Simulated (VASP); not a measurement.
# CaZrOs (P4/nmm) in VASP: single point with r2SCAN

Aim: the single point of CaZrOs with r2SCAN.

Everything below comes from runs of VASP 6.6.1. Logs are shortened: lines on timing, memory, paths and dates and some standing lists are left out, and cuts for length are marked.

### 1 The cell of the first run

Symmetry: P4/nmm, No. 129, tetragonal system. Conventional cell: a = 4.304 Å, b = 4.304 Å, c = 7.205 Å, α = 90.00°, β = 90.00°, γ = 90.00°. Os (site symmetry -4m2) has 4 Ca at 2.47 Å and 4 Zr at 2.87 Å and 4 Os at 3.04 Å within 3.3 Å. Zr (site symmetry 4mm) has 4 Os at 2.87 Å and 5 Ca at 3.11 to 3.12 Å within 3.8 Å. Within 3.3 Å of Ca (site symmetry 4mm) lie 4 Os at 2.47 Å and 5 Zr at 3.11 to 3.12 Å.

### 2 Single point, r2SCAN

POSCAR reads:

```
CaZrOs
1.0
    4.3035122000      0.0000000000      0.0000000000
    0.0000000000      4.3035122000      0.0000000000
    0.0000000000      0.0000000000      7.2048318800
Os Zr Ca
2 2 2
Direct
    0.0000000000      0.0000000000      0.0000000000
    0.5000000000      0.5000000000      0.0000000000
    0.0000000000      0.5000000000      0.7370000000
    0.5000000000      0.0000000000      0.2630000000
    0.0000000000      0.5000000000      0.1680000000
    0.5000000000      0.0000000000      0.8320000000
```

INCAR.step1 reads:

```
ALGO = Normal
EDIFF = 1E-4
ENCUT = 520
GGA = PE
ISMEAR = -1
LASPH = True
LCHARG = False
LREAL = False
LWAVE = True
NBANDS = 39
NELM = 100
PREC = Accurate
SIGMA = 0.1
```

INCAR.step2 reads:

```
ALGO = Normal
EDIFF = 1E-7
ENCUT = 520
ISIF = 2
ISMEAR = -1
ISTART = 1
LASPH = True
LCHARG = True
LELF = True
LMIXTAU = True
LREAL = False
LVHAR = True
LWAVE = False
METAGGA = R2SCAN
NBANDS = 39
NELM = 100
PREC = Accurate
SIGMA = 0.1
```

KPOINTS reads:

```
k-points
0
Gamma
  8 8 5
```

Potentials or basis: VASP PAW PBE potentials, release 64 (Os, Zr_sv, Ca_sv).

On the command line:

```console
$ cat potpaw_PBE.64/Os/POTCAR potpaw_PBE.64/Zr_sv/POTCAR potpaw_PBE.64/Ca_sv/POTCAR > POTCAR
$ cp INCAR.step1 INCAR
$ mpirun -np 1 vasp_std > vasp.out
$ cp INCAR.step2 INCAR
$ mpirun -np 1 vasp_std > vasp.out
```

OUTCAR:

```text
EDIFF = 1E-7
   ENCUT = 520
   ISIF = 2
   ISMEAR = -1
   ISTART = 1
   LASPH = True
   LREAL = False
   METAGGA = R2SCAN
   NELM = 100
   PREC = Accurate

 ion  position               nearest neighbor table
   1  0.000  0.000  0.000-   5 2.47   6 2.47   5 2.47   6 2.47   3 2.87   3 2.87   4 2.87   4 2.87
                             2 3.04   2 3.04   2 3.04   2 3.04
   2  0.500  0.500  0.000-   5 2.47   6 2.47   6 2.47   5 2.47   4 2.87   3 2.87   3 2.87   4 2.87
                             1 3.04   1 3.04   1 3.04   1 3.04
   3  0.000  0.500  0.737-   1 2.87   2 2.87   1 2.87   2 2.87   5 3.11   6 3.12   6 3.12   6 3.12
                             6 3.12
   4  0.500  0.000  0.263-   1 2.87   2 2.87   2 2.87   1 2.87   6 3.11   5 3.12   5 3.12   5 3.12
                             5 3.12
   5  0.000  0.500  0.168-   1 2.47   2 2.47   1 2.47   2 2.47   3 3.11   4 3.12   4 3.12   4 3.12
                             4 3.12
   6  0.500  0.000  0.832-   1 2.47   2 2.47   2 2.47   1 2.47   4 3.11   3 3.12   3 3.12   3 3.12
                             3 3.12

  LATTYP: Found a simple tetragonal cell.
 ALAT       =     4.3035122000
 C/A-ratio  =     1.6741748472

  Lattice vectors:

 A1 = (   4.3035122000,   0.0000000000,   0.0000000000)
 A2 = (   0.0000000000,   4.3035122000,   0.0000000000)
 A3 = (   0.0000000000,   0.0000000000,   7.2048318800)

Analysis of symmetry for initial positions (statically):
=====================================================================
 Subroutine PRICEL returns:
 Original cell was already a primitive cell.

 Routine SETGRP: Setting up the symmetry group for a
 simple tetragonal supercell.

 Subroutine GETGRP returns: Found 16 space group operations
 (whereof  8 operations were pure point group operations)
 out of a pool of 16 trial point group operations.

The static configuration has the point symmetry D_2d.
 The point group associated with its full space group is D_4h.

Analysis of symmetry for dynamics (positions and initial velocities):
=====================================================================
 Subroutine PRICEL returns:
 Original cell was already a primitive cell.

 Routine SETGRP: Setting up the symmetry group for a
 simple tetragonal supercell.

 Subroutine GETGRP returns: Found 16 space group operations
 (whereof  8 operations were pure point group operations)
 out of a pool of 16 trial point group operations.

The dynamic configuration has the point symmetry D_2d.
 The point group associated with its full space group is D_4h.

 Subroutine INISYM returns: Found 16 space group operations
 (whereof  8 operations are pure point group operations),
 and found     1 'primitive' translations

----------------------------------------------------------------------------------------

                                     Primitive cell

  volume of cell :     133.4351

  direct lattice vectors                    reciprocal lattice vectors
     4.303512200  0.000000000  0.000000000     0.232368343  0.000000000  0.000000000
     0.000000000  4.303512200  0.000000000     0.000000000  0.232368343  0.000000000
     0.000000000  0.000000000  7.204831880     0.000000000  0.000000000  0.138795744

  length of vectors
     4.303512200  4.303512200  7.204831880     0.232368343  0.232368343  0.138795744

  position of ions in fractional coordinates (direct lattice)
     0.000000000  0.000000000  0.000000000
     0.500000000  0.500000000  0.000000000
     0.000000000  0.500000000  0.737000000
     0.500000000  0.000000000  0.263000000
     0.000000000  0.500000000  0.168000000
     0.500000000  0.000000000  0.832000000

  ion indices of the primitive-cell ions
   primitive index   ion index
                 1           1
                 2           2
                 3           3
                 4           4
                 5           5
                 6           6

----------------------------------------------------------------------------------------

 KPOINTS: k-points

Automatic generation of k-mesh.
 Grid dimensions read from file:
 generate k-points for:    8    8    5

 Generating k-lattice:

  Cartesian coordinates                     Fractional coordinates (reciprocal lattice)
     0.029046043  0.000000000  0.000000000     0.125000000  0.000000000  0.000000000
     0.000000000  0.029046043  0.000000000     0.000000000  0.125000000  0.000000000
     0.000000000  0.000000000  0.027759149     0.000000000  0.000000000  0.200000000

  Length of vectors
     0.029046043  0.029046043  0.027759149

  Shift w.r.t. Gamma in fractional coordinates (k-lattice)
     0.000000000  0.000000000  0.000000000

 Subroutine IBZKPT returns following result:
 ===========================================

 Found     45 irreducible k-points:

 Following reciprocal coordinates:
            Coordinates               Weight
  0.000000  0.000000  0.000000      1.000000
  0.125000  0.000000  0.000000      4.000000
  0.250000  0.000000  0.000000      4.000000
  0.375000  0.000000  0.000000      4.000000
  0.500000  0.000000  0.000000      2.000000
  0.125000  0.125000  0.000000      4.000000
[... 16 lines left out ...]
  0.375000  0.125000  0.200000     16.000000
  0.500000  0.125000  0.200000      8.000000
 [... further k-points ...]
   k-points           NKPTS =     45   k-points in BZ     NKDIM =     45   number of bands    NBANDS=     39
   number of dos      NEDOS =    301   number of ions     NIONS =      6
   total plane-waves  NPLWV =  55296
   dimension x,y,z NGX =    32 NGY =   32 NGZ =   54
   dimension x,y,z NGXF=    64 NGYF=   64 NGZF=  108
   ions per type =               2   2   2
   NGX,Y,Z   is equivalent  to a cutoff of  12.36, 12.36, 12.46 a.u.
   NGXF,Y,Z  is equivalent  to a cutoff of  24.72, 24.72, 24.92 a.u.
 SYSTEM =  unknown system
   PREC   = accura    normal or accurate (medium, high low for compatibility)
   ISTART =      1    job   : 0-new  1-cont  2-samecut
   ICHARG =      0    charge: 1-file 2-atom 10-const
   ISPIN  =      1    spin polarized calculation?
   LNONCOLLINEAR =      F non collinear calculations
   LSORBIT =      F    spin-orbit coupling
   LASPH  =      T    aspherical Exc in radial PAW
   ENCUT  =  520.0 eV  38.22 Ry    6.18 a.u.   8.00  8.00 13.40*2*pi/ulx,y,z
   NELM   =    100;   NELMIN=  2; NELMDL=  0     # of ELM steps
   EDIFF  = 0.1E-06   stopping-criterion for ELM
   LREAL  =      F    real-space projection
   EDIFFG = 0.1E-05   stopping-criterion for IOM
   NSW    =      0    number of steps for IOM
   IBRION =     -1    ionic relax: 0-MD 1-quasi-New 2-CG
   NFREE  =      0    steps in history (QN), initial steepest desc. (CG)
   ISIF   =      2    stress and relaxation
   ISYM   =      2    0-nonsym 1-usesym 2-fastsym
   POTIM  = 0.5000    time-step for ionic-motion
   TEBEG  =    0.0;   TEEND  =   0.0 temperature during run
   PSTRESS=    0.0 pullay stress
   NELECT =      60.0000    total number of electrons
   NUPDOWN=      -1.0000    fix difference up-down
   EMIN   =  10.00;   EMAX   =-10.00  energy-range for DOS
   EFERMI =   0.00;   METHOD = LEGACY
   ISMEAR =    -1;   SIGMA  =   0.10  broadening in eV -4-tet -1-fermi 0-gaus
   EFERMI_NEDOS =   21; number of points for ismear=-14 and -15
   IALGO  =     38    algorithm
   IMIX   =      4    mixing-type and parameters
     AMIX     =   0.40;   BMIX     =  1.00
     AMIX_MAG =   1.60;   BMIX_MAG =  1.00
  volume/ion in A,a.u.               =      22.24       150.08
  Fermi-wavevector in a.u.,A,eV,Ry     =   1.254205  2.370104 21.402383  1.573031
  Thomas-Fermi vector in A             =   2.388021
   LORBIT       =      0    0 simple, 1 ext, 2 COOP (PROOUT), +10 PAW based schemes
   METAGGA = R2SCAN    functional components
   LHFCALC =     F    Hartree Fock is set to
   AEXX    =    0.0000 exact exchange contribution
   IVDW    =     0    specifies the selected vdW correction
   LEPSILON=     F    determine dielectric tensor
   LRPA    =     F    only Hartree local field effects (RPA)
 non-spin polarized calculation
  energy-cutoff  :      520.00
  volume of cell :      133.44
 maximum number of plane-waves:      3648
   NGX = 17   NGY = 17   NGZ = 27

 number of electron      59.9999991 magnetization

 Free energy of the ion-electron system (eV)
  ---------------------------------------------------
  ext. energy  EPLUGINS =         0.00000000
  ---------------------------------------------------
  free energy    TOTEN  =      -159.38274168 eV

  energy without entropy =     -159.27014212  energy(sigma->0) =     -159.32644190

 E-fermi :   6.2275     XC(G=0): -11.3098

 val. band max:        6.2221402648   @ k =   0.3750   0.3750   0.2000
 cond. band min:       6.2278140022   @ k =   0.3750   0.2500   0.2000
 fundamental gap:      0.0056737373
 Fermi energy:         6.2275347509

 k-point     1 :       0.0000    0.0000    0.0000
  band No.  band energies     occupation
      1     -45.2126      2.00000
      2     -45.2101      2.00000
      3     -35.0254      2.00000
      4     -35.0000      2.00000
      5     -22.5540      2.00000
      6     -22.5540      2.00000
[... 31 lines left out ...]
     38       8.9130      0.00000
     39       8.9130      0.00000

 k-point     2 :       0.1250    0.0000    0.0000
  band No.  band energies     occupation
      1     -45.2123      2.00000
      2     -45.2101      2.00000
      3     -35.0232      2.00000
      4     -34.9996      2.00000
      5     -22.5569      2.00000
      6     -22.5564      2.00000
[... 31 lines left out ...]
     38       8.9029      0.00000
     39       9.0272      0.00000

 k-point     3 :       0.2500    0.0000    0.0000
  band No.  band energies     occupation
      1     -45.2116      2.00000
      2     -45.2099      2.00000
      3     -35.0173      2.00000
      4     -34.9992      2.00000
      5     -22.5630      2.00000
      6     -22.5624      2.00000
[... 832 lines left out ...]
 k-point    23 :       0.3750    0.1250    0.2000
  band No.  band energies     occupation
      1     -45.2105      2.00000
      2     -45.2098      2.00000
      3     -35.0080      2.00000
      4     -34.9989      2.00000
      5     -22.5715      2.00000
      6     -22.5691      2.00000
[... 31 lines left out ...]
     38       8.5766      0.00000
     39       8.6347      0.00000

 k-point    24 :       0.5000    0.1250    0.2000
  band No.  band energies     occupation
      1     -45.2100      2.00000
      2     -45.2100      2.00000
      3     -35.0021      2.00000
      4     -35.0021      2.00000
      5     -22.5729      2.00000
      6     -22.5729      2.00000
[... 31 lines left out ...]
     38       8.3909      0.00000
     39       8.8597      0.00000

 [... further k-points ...]
[... 5 lines left out ...]
  --------------------------------------------------------------------------------------
  -------------------------------------------------------------------------------------
  Total       21.3661342     21.3661342      6.9574954      0.0000000      0.0000000      0.0000000
  in kB      256.5468018    256.5468018     83.5398286      0.0000000      0.0000000      0.0000000
  external PRESSURE =     198.8778107 kB  Pullay stress =       0.0000000 kB

 VOLUME and BASIS-vectors are now :
 -----------------------------------------------------------------------------
  energy-cutoff  :      520.00
  volume of cell :      133.44
      direct lattice vectors                 reciprocal lattice vectors
     4.303512200  0.000000000  0.000000000     0.232368343  0.000000000  0.000000000
     0.000000000  4.303512200  0.000000000     0.000000000  0.232368343  0.000000000
     0.000000000  0.000000000  7.204831880     0.000000000  0.000000000  0.138795744

 POSITION                                       TOTAL-FORCE (eV/Angst)
 -----------------------------------------------------------------------------------
      0.00000      0.00000      0.00000        -0.000000      0.000000      0.000000
      2.15176      2.15176      0.00000        -0.000000      0.000000      0.000000
      0.00000      2.15176      5.30996        -0.000000     -0.000000      0.298013
      2.15176      0.00000      1.89487        -0.000000      0.000000     -0.298013
      0.00000      2.15176      1.21041        -0.000000      0.000000      6.030300
      2.15176      0.00000      5.99442         0.000000      0.000000     -6.030300
 -----------------------------------------------------------------------------------
    total drift:                                0.000000      0.000000      0.000000

  FREE ENERGIE OF THE ION-ELECTRON SYSTEM (eV)
  ---------------------------------------------------
  free  energy   TOTEN  =      -159.3827416808 eV

  energy  without entropy=     -159.2701421171  energy(sigma->0) =     -159.32644190
```

Wall time 5 min (1 thread of Intel Xeon 6975P-C (Granite Rapids), shared host); peak memory 0.39 GiB.

What came out:

- Free energy: -159.3827 eV
- Pressure: 19.9 GPa
- Largest force: 6.030 eV/Å
- Band gap on the k mesh: zero (bands 30 and 31 overlap by 0.54 eV)

Forces in eV/Å, atoms in the order of the input:
```
Os   0.000  0.000  0.000
Os   0.000  0.000  0.000
Zr   0.000  0.000  0.298
Zr   0.000  0.000 -0.298
Ca   0.000  0.000  6.030
Ca   0.000  0.000 -6.030
```

Caveat: the cell stands under pressure; the PAW data sets were made with another functional, which shifts forces and pressure a little; spin-orbit coupling is left out, which moves the levels of the heavy elements.
